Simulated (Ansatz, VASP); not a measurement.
## Two plane-wave programs on SnSe

The input INCAR:

```
ALGO     = Normal         # electronic algorithm
EDIFF    = 1E-6           # SCF threshold, eV
ENCUT    = 520            # plane-wave cutoff, eV
GGA      = PE             # functional
ISIF     = 2              # what is computed and relaxed
ISMEAR   = 0              # smearing method
IVDW     = 12             # dispersion correction
LASPH    = T              # aspherical terms in the spheres
LCHARG   = F              # write CHGCAR
LREAL    = F              # projectors in reciprocal space
LWAVE    = F              # write WAVECAR
NBANDS   = 17             # bands
NELM     = 80             # most SCF steps
PREC     = Accurate       # precision mode
SIGMA    = 0.05           # smearing width, eV
```

File KPOINTS:

```
k-points
0
Gamma
  10 10 10
```

POSCAR

```
SnSe
1.0
    0.0000000000      3.0784319049      2.9439373071
    3.0784319049      0.0000000000      2.9439373071
    3.0784319049      3.0784319049      0.0000000000
Sn Se
1 1
Direct
    0.0000000000      0.0000000000      0.0000000000
    0.5000000000      0.5000000000      0.5000000000
```

Input for Ansatz:

```yaml
crystal:
  lattice:
    - [0.0, 3.0784319049, 2.9439373071]
    - [3.0784319049, 0.0, 2.9439373071]
    - [3.0784319049, 3.0784319049, 0.0]
  atoms:
    - { symbol: Sn, position: [0.0, 0.0, 0.0] }
    - { symbol: Se, position: [0.5, 0.5, 0.5] }
basis:
  ecutwfc: 420
kpoints:
  mp_grid: { grid: [10, 10, 10] }
hamiltonian:
  xc: pbe
  dispersion: d3bj
scf:
  occupations: { method: gaussian, width: 0.05 }
output:
  forces: true
  stress: true
  eigenvalues: true
```

Change from the starting cell: strain +0.030 along x and y, -0.015 along z, atoms carried along.

Alike in both runs: task single point; functional PBE; dispersion D3(BJ); k mesh 10 × 10 × 10; occupations gaussian, width 0.05 eV; no spin polarisation.

|  | VASP | Ansatz |
| --- | --- | --- |
| version | VASP 6.6.1 | Ansatz 0.2.0 |
| potentials or method | VASP PAW PBE potentials, release 64 (Sn_d, Se), cutoff 520 eV | scalar-relativistic, plane waves, PAW |
| valence electrons in the cell | 20 | 30 |

```csv
,VASP,Ansatz,Ansatz less VASP
gap on the k mesh at the Fermi level (eV),0.48,0.48,0.000
least direct gap on the mesh (eV),0.54,0.54,-0.001
pressure (GPa),-1.9,-1.9,+0.02
"traceless stress, the component that is largest in VASP (GPa)",3.57,3.56,-0.012
```

VASP's potentials hold 20 valence electrons a cell and Ansatz's 30, so a difference there can come from the potentials and not from the codes.
